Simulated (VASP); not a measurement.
Input of a VASP 6.6.1 run:

File POSCAR:

```
Ca
1.0
   -2.6427883056      2.1766488129      1.9422498803
    2.1766488129     -2.6427883056      1.9422498803
    4.9789472971      4.9789472971     -2.7959852150
Ca
2
Direct
    0.9579646699      0.0420353301      1.0000000000
    0.7920353301      0.2079646699      0.5000000000
```

INCAR.step1

```
PREC = Accurate ; ENCUT = 520
ISMEAR = -1 ; SIGMA = 0.1
LREAL = F ; LASPH = T
NELM = 60 ; NBANDS = 17
GGA = PE ; ALGO = Normal
EDIFF = 1E-4 ; LWAVE = T
LCHARG = F
```

The input INCAR.step2:

```
PREC = Accurate ; ENCUT = 520
EDIFF = 1E-6 ; ISMEAR = -1
SIGMA = 0.1 ; LREAL = F
LASPH = T ; NELM = 60
ALGO = Normal ; ISIF = 2
LWAVE = F ; LCHARG = F
METAGGA = R2SCAN ; LMIXTAU = T
NBANDS = 17 ; ISTART = 1
```

The input KPOINTS:

```
regular mesh
0
Gamma
  12 12 6
```

Potentials or basis: VASP PAW PBE potentials, release 64 (Ca_sv).

Run with:

```sh
$ cat potpaw_PBE.64/Ca_sv/POTCAR > POTCAR
$ cp INCAR.step1 INCAR
$ mpirun -np 1 vasp_std > vasp.out
$ cp INCAR.step2 INCAR
$ mpirun -np 1 vasp_std > vasp.out
```

(1) What does it give for the band gap on the k mesh?

(2) Estimate the pressure.

## Answers

(1) zero (bands 10 and 11 overlap by 0.73 eV).

(2) 0.0 GPa.

Caveat: the PAW data sets were made with another functional, which shifts forces and pressure a little.
